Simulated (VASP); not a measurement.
# MgRh16 in VASP: a series of runs

Runs on MgRh16. Level: PBE+D3(BJ). Tasks: single point.

Program: VASP 6.6.1. These are calculated values, not measurements. Logs are shortened: lines on timing, memory, paths and dates and some standing lists are left out, and cuts for length are marked.

## 1. The cell of the first run

The cell holds a slab with vacuum, 17 atoms: a = 7.600 Å, b = 5.374 Å, c = 17.031 Å, α = 90.00°, β = 90.00°, γ = 90.00°.

## 2. Single point, PBE+D3(BJ)

INCAR

```
SYSTEM = MgRh16
ALGO = Normal
EDIFF = 1E-7
ENCUT = 520
GGA = PE
ISIF = 2
ISMEAR = -1
IVDW = 12
LASPH = .TRUE.
LCHARG = .TRUE.
LELF = .TRUE.
LREAL = Auto
LUSENCCL = .FALSE.
LVHAR = .TRUE.
LWAVE = .FALSE.
NBANDS = 135
NELM = 100
PREC = Accurate
SIGMA = 0.05
```

KPOINTS

```
k-points
0
G
  2 3 1
  0 0 0
```

POSCAR

```
MgRh16
1.0
    7.6000000000      0.0000000000      0.0000000000
    0.0000000000      5.3740120000      0.0000000000
    0.0000000000      0.0000000000     17.0305090000
Rh Mg
16 1
Direct
    0.2500000000      0.2500000000      0.0587182098
    0.7500000000      0.2500000000      0.0587182098
    0.2500000000      0.7500000000      0.0587182098
    0.7500000000      0.7500000000      0.0587182098
   -0.0012839474     -0.0026652341      0.1280095621
    0.5012832895     -0.0026626290      0.1279881887
   -0.0015651316      0.4995688510      0.1292148109
    0.5015678947      0.4995666180      0.1292381220
    0.2499977632      0.2488239699      0.2141072237
    0.7500043421      0.2476896218      0.2109241127
    0.2500001316      0.7396282331      0.2102461529
    0.7500078947      0.7466799479      0.2181581302
    0.0107651316     -0.0096721034      0.2840509347
    0.4892400000     -0.0096713591      0.2840387801
    0.0016438158      0.4945751889      0.2864537989
    0.4983680263      0.4945710951      0.2864607863
    0.7500031579      1.1669825077      0.3660227067
```

Potentials or basis: VASP PAW PBE potentials, release 64 (Rh_pv, Mg).

Started as:

```bash
$ cat potpaw_PBE.64/Rh_pv/POTCAR potpaw_PBE.64/Mg/POTCAR > POTCAR
$ mpirun -np 1 vasp_std > vasp.out
```

OUTCAR:

```text
SYSTEM = MgRh16
   EDIFF = 1E-7
   ENCUT = 520
   GGA = PE
   ISIF = 2
   ISMEAR = -1
   IVDW = 12
   LASPH = .TRUE.
   LREAL = Auto
   NELM = 100
   PREC = Accurate
 IVDW          = 12

 ion  position               nearest neighbor table
   1  0.250  0.250  0.059-   6 2.62   5 2.62   7 2.63   8 2.63   9 2.65   3 2.69   3 2.69
   2  0.750  0.250  0.059-  10 2.59   7 2.61   8 2.61   6 2.61   5 2.61   4 2.69   4 2.69
   3  0.250  0.750  0.059-  11 2.58   6 2.61   5 2.61   7 2.63   8 2.63   1 2.69   1 2.69
   4  0.750  0.750  0.059-   6 2.59   5 2.59   7 2.61   8 2.61   2 2.69   2 2.69  12 2.72
   5  0.999  0.997  0.128-   4 2.59   3 2.61   2 2.61   1 2.62  13 2.66   7 2.68   7 2.70  10 2.72
                            11 2.74   9 2.76  12 2.78
   6  0.501  0.997  0.128-   4 2.59   3 2.61   2 2.61   1 2.62  14 2.66   8 2.68   8 2.70  10 2.72
                            11 2.74   9 2.76  12 2.78
   7  0.998  0.500  0.129-   2 2.61   4 2.61   1 2.63   3 2.63   5 2.68  15 2.68  11 2.69   5 2.70
                            10 2.71   9 2.75  12 2.76
   8  0.502  0.500  0.129-   2 2.61   4 2.61   1 2.63   3 2.63   6 2.68  16 2.68  11 2.69   6 2.70
                            10 2.71   9 2.75  12 2.76
   9  0.250  0.249  0.214-  14 2.58  13 2.58  15 2.61  16 2.61  11 2.64   1 2.65  11 2.74   8 2.75
                             7 2.75   5 2.76   6 2.76
  10  0.750  0.248  0.211-   2 2.59  15 2.66  16 2.66  17 2.68  12 2.68  12 2.70   8 2.71   7 2.71
                             5 2.72   6 2.72  14 2.72  13 2.72
  11  0.250  0.740  0.210-   3 2.58  14 2.59  13 2.59   9 2.64  15 2.64  16 2.64   8 2.69   7 2.69
                             9 2.74   5 2.74   6 2.74
  12  0.750  0.747  0.218-  15 2.62  16 2.62  14 2.63  13 2.63  10 2.68  10 2.70   4 2.72   8 2.76
                             7 2.76   5 2.78   6 2.78  17 3.38
  13  0.011  0.990  0.284-   9 2.58  11 2.59  17 2.60  12 2.63   5 2.66  15 2.67  15 2.71  10 2.72

  14  0.489  0.990  0.284-   9 2.58  11 2.59  17 2.60  12 2.63   6 2.66  16 2.67  16 2.71  10 2.72

  15  0.002  0.495  0.286-   9 2.61  12 2.62  11 2.64  10 2.66  13 2.67   7 2.68  13 2.71  17 2.93

  16  0.498  0.495  0.286-   9 2.61  12 2.62  11 2.64  10 2.66  14 2.67   8 2.68  14 2.71  17 2.93

  17  0.750  0.167  0.366-  13 2.60  14 2.60  10 2.68  16 2.93  15 2.93  12 3.38

  LATTYP: Found a simple orthorhombic cell.
 ALAT       =     5.3740120000
 B/A-ratio  =     1.4142134405
 C/A-ratio  =     3.1690493062

  Lattice vectors:

 A1 = (   0.0000000000,  -5.3740120000,   0.0000000000)
 A2 = (   7.6000000000,   0.0000000000,   0.0000000000)
 A3 = (   0.0000000000,   0.0000000000,  17.0305090000)

Analysis of symmetry for initial positions (statically):
=====================================================================
 Subroutine PRICEL returns:
 Original cell was already a primitive cell.

 Routine SETGRP: Setting up the symmetry group for a
 simple orthorhombic supercell.

 Subroutine GETGRP returns: Found  1 space group operations
 (whereof  1 operations were pure point group operations)
 out of a pool of  8 trial point group operations.

The static configuration has the point symmetry C_1 .

Analysis of symmetry for dynamics (positions and initial velocities):
=====================================================================
 Subroutine PRICEL returns:
 Original cell was already a primitive cell.

 Routine SETGRP: Setting up the symmetry group for a
 simple orthorhombic supercell.

 Subroutine GETGRP returns: Found  1 space group operations
 (whereof  1 operations were pure point group operations)
 out of a pool of  8 trial point group operations.

The dynamic configuration has the point symmetry C_1 .

 Subroutine INISYM returns: Found  1 space group operations
 (whereof  1 operations are pure point group operations),
 and found     1 'primitive' translations

----------------------------------------------------------------------------------------

                                     Primitive cell

  volume of cell :     695.5684

  direct lattice vectors                    reciprocal lattice vectors
     7.600000000  0.000000000  0.000000000     0.131578947  0.000000000  0.000000000
     0.000000000  5.374012000  0.000000000     0.000000000  0.186080716  0.000000000
     0.000000000  0.000000000 17.030509000     0.000000000  0.000000000  0.058718151

  length of vectors
     7.600000000  5.374012000 17.030509000     0.131578947  0.186080716  0.058718151

  position of ions in fractional coordinates (direct lattice)
     0.250000000  0.250000000  0.058718210
     0.750000000  0.250000000  0.058718210
     0.250000000  0.750000000  0.058718210
     0.750000000  0.750000000  0.058718210
     0.998716053  0.997334766  0.128009562
     0.501283290  0.997337371  0.127988189
[... 9 lines left out ...]
     0.498368026  0.494571095  0.286460786
     0.750003158  0.166982508  0.366022707

  ion indices of the primitive-cell ions
   primitive index   ion index
                 1           1
                 2           2
                 3           3
                 4           4
                 5           5
                 6           6
[... 9 lines left out ...]
                16          16
                17          17

----------------------------------------------------------------------------------------

 KPOINTS: k-points

Automatic generation of k-mesh.
 Grid dimensions read from file:
 generate k-points for:    2    3    1

 Generating k-lattice:

  Cartesian coordinates                     Fractional coordinates (reciprocal lattice)
     0.065789474  0.000000000  0.000000000     0.500000000  0.000000000  0.000000000
     0.000000000  0.062026905  0.000000000     0.000000000  0.333333333  0.000000000
     0.000000000  0.000000000  0.058718151     0.000000000  0.000000000  1.000000000

  Length of vectors
     0.065789474  0.062026905  0.058718151

  Shift w.r.t. Gamma in fractional coordinates (k-lattice)
     0.000000000  0.000000000  0.000000000

 Subroutine IBZKPT returns following result:
 ===========================================

 Found      4 irreducible k-points:

 Following reciprocal coordinates:
            Coordinates               Weight
  0.000000  0.000000  0.000000      1.000000
  0.500000  0.000000  0.000000      1.000000
  0.000000  0.333333  0.000000      2.000000
  0.500000  0.333333  0.000000      2.000000
   k-points           NKPTS =      4   k-points in BZ     NKDIM =      4   number of bands    NBANDS=    135
   number of dos      NEDOS =    301   number of ions     NIONS =     17
   total plane-waves  NPLWV = 307200
   dimension x,y,z NGX =    60 NGY =   40 NGZ =  128
   dimension x,y,z NGXF=   120 NGYF=   80 NGZF=  256
   ions per type =              16   1
   NGX,Y,Z   is equivalent  to a cutoff of  13.12, 12.37, 12.49 a.u.
   NGXF,Y,Z  is equivalent  to a cutoff of  26.25, 24.75, 24.99 a.u.
 SYSTEM =  MgRh16
   PREC   = accura    normal or accurate (medium, high low for compatibility)
   ISTART =      0    job   : 0-new  1-cont  2-samecut
   ICHARG =      2    charge: 1-file 2-atom 10-const
   ISPIN  =      1    spin polarized calculation?
   LNONCOLLINEAR =      F non collinear calculations
   LSORBIT =      F    spin-orbit coupling
   LASPH  =      T    aspherical Exc in radial PAW
   ENCUT  =  520.0 eV  38.22 Ry    6.18 a.u.  14.13  9.99 31.67*2*pi/ulx,y,z
   NELM   =    100;   NELMIN=  2; NELMDL= -5     # of ELM steps
   EDIFF  = 0.1E-06   stopping-criterion for ELM
   LREAL  =      T    real-space projection
   EDIFFG = 0.1E-05   stopping-criterion for IOM
   NSW    =      0    number of steps for IOM
   IBRION =     -1    ionic relax: 0-MD 1-quasi-New 2-CG
   NFREE  =      0    steps in history (QN), initial steepest desc. (CG)
   ISIF   =      2    stress and relaxation
   ISYM   =      2    0-nonsym 1-usesym 2-fastsym
   POTIM  = 0.5000    time-step for ionic-motion
   TEBEG  =    0.0;   TEEND  =   0.0 temperature during run
   PSTRESS=    0.0 pullay stress
   NELECT =     242.0000    total number of electrons
   NUPDOWN=      -1.0000    fix difference up-down
   EMIN   =  10.00;   EMAX   =-10.00  energy-range for DOS
   EFERMI =   0.00;   METHOD = LEGACY
   ISMEAR =    -1;   SIGMA  =   0.05  broadening in eV -4-tet -1-fermi 0-gaus
   EFERMI_NEDOS =   21; number of points for ismear=-14 and -15
   IALGO  =     38    algorithm
   IMIX   =      4    mixing-type and parameters
     AMIX     =   0.40;   BMIX     =  1.00
     AMIX_MAG =   1.60;   BMIX_MAG =  1.00
  volume/ion in A,a.u.               =      40.92       276.11
  Fermi-wavevector in a.u.,A,eV,Ry     =   1.151419  2.175866 18.038133  1.325765
  Thomas-Fermi vector in A             =   2.288077
   LORBIT       =      0    0 simple, 1 ext, 2 COOP (PROOUT), +10 PAW based schemes
   GGA     = PE    functional components
   LHFCALC =     F    Hartree Fock is set to
   AEXX    =    0.0000 exact exchange contribution
   IVDW    =    12    specifies the selected vdW correction
   LEPSILON=     F    determine dielectric tensor
   LRPA    =     F    only Hartree local field effects (RPA)
 non-spin polarized calculation
  energy-cutoff  :      520.00
  volume of cell :      695.57
 maximum number of plane-waves:     18768
 NGX is ok and might be reduce to    60
   NGX = 29   NGY = 19   NGZ = 63

 number of electron     242.0000007 magnetization

 Free energy of the ion-electron system (eV)
  ---------------------------------------------------
  ext. energy  EPLUGINS =         0.00000000
  ---------------------------------------------------
  free energy    TOTEN  =      -106.07634886 eV

  energy without entropy =     -105.73843887  energy(sigma->0) =     -105.90739387

 E-fermi :   1.0330     XC(G=0):  -5.8777

 val. band max:        1.0316371221   @ k =   0.0000   0.3333   0.0000
 cond. band min:       1.0343489802   @ k =   0.0000   0.0000   0.0000
 fundamental gap:      0.0027118581
 Fermi energy:         1.0330160700

 k-point     1 :       0.0000    0.0000    0.0000
  band No.  band energies     occupation
      1     -45.9296      2.00000
      2     -45.9197      2.00000
      3     -45.8705      2.00000
      4     -45.8483      2.00000
      5     -45.8224      2.00000
      6     -45.7882      2.00000
[... 533 lines left out ...]
    132       1.4287      0.00073
    133       1.5352      0.00009
 [bands above 133 left out]

------------------------ aborting loop because EDIFF is reached ----------------------------------------

 Edisp (eV)   -6.55999

 E8    (eV) :    -3.0920

  FORCE on cell =-STRESS in cart. coord.  units (eV):
  Direction    XX          YY          ZZ          XY          YZ          ZX
  --------------------------------------------------------------------------------------
  -------------------------------------------------------------------------------------
  Total      -9.28063   -10.18887    -0.41389     0.00043     1.14843    -0.00100
  in kB     -21.37706   -23.46911    -0.95335     0.00099     2.64531    -0.00230
  external pressure =      -15.27 kB  Pullay stress =        0.00 kB

 VOLUME and BASIS-vectors are now :
 -----------------------------------------------------------------------------
  energy-cutoff  :      520.00
  volume of cell :      695.57
      direct lattice vectors                 reciprocal lattice vectors
     7.600000000  0.000000000  0.000000000     0.131578947  0.000000000  0.000000000
     0.000000000  5.374012000  0.000000000     0.000000000  0.186080716  0.000000000
     0.000000000  0.000000000 17.030509000     0.000000000  0.000000000  0.058718151

 POSITION                                       TOTAL-FORCE (eV/Angst)
 -----------------------------------------------------------------------------------
      1.90000      1.34350      1.00000         0.000084     -0.081103      0.188475
      5.70000      1.34350      1.00000        -0.000029     -0.031893     -0.245689
      1.90000      4.03051      1.00000         0.000034     -0.024078     -0.257507
      5.70000      4.03051      1.00000         0.000009     -0.062857      0.328116
      7.59024      5.35969      2.18007         0.005465     -0.002049      0.016679
      3.80975      5.35970      2.17970        -0.005211     -0.002166      0.017109
[... 9 lines left out ...]
      3.78760      2.65783      4.87857         0.008648     -0.005327     -0.003395
      5.70002      0.89737      6.23355        -0.000259      0.248240     -0.029101
 -----------------------------------------------------------------------------------
    total drift:                                0.000122     -0.003688      0.005075

  FREE ENERGIE OF THE ION-ELECTRON SYSTEM (eV)
  ---------------------------------------------------
  free  energy   TOTEN  =      -112.6363368602 eV

  energy  without entropy=     -112.2984268639  energy(sigma->0) =     -112.46738186
```

Wall time 94 s (1 × NVIDIA H100 80GB with 1 thread of AMD EPYC 7R13 (Zen 3), shared host); peak memory 1.6 GiB.

What came out:

```
Free energy                : -112.6363 eV
Largest force              : 0.334 eV/Å
Band gap on the k mesh     : zero (bands 121 and 122 overlap by 0.34 eV)
Dispersion energy per atom : -0.386 eV
```

Forces in eV/Å, atoms in the order of the input:
```
Rh   0.000 -0.081  0.188
Rh   0.000 -0.032 -0.246
Rh   0.000 -0.024 -0.258
Rh   0.000 -0.063  0.328
Rh   0.005 -0.002  0.017
Rh  -0.005 -0.002  0.017
Rh   0.007  0.000 -0.004
Rh  -0.006  0.000 -0.004
Rh   0.000 -0.013  0.017
Rh   0.000 -0.007 -0.032
Rh   0.000  0.007  0.007
Rh   0.000 -0.002 -0.009
Rh  -0.031 -0.010  0.007
Rh   0.031 -0.010  0.007
Rh  -0.009 -0.005 -0.004
Rh   0.009 -0.005 -0.003
Mg   0.000  0.248 -0.029
```

Caveat: the k points lie up to 0.41 Å⁻¹ apart; there is no dipole correction, which matters where the two faces differ.

[end of part 1 of 3]
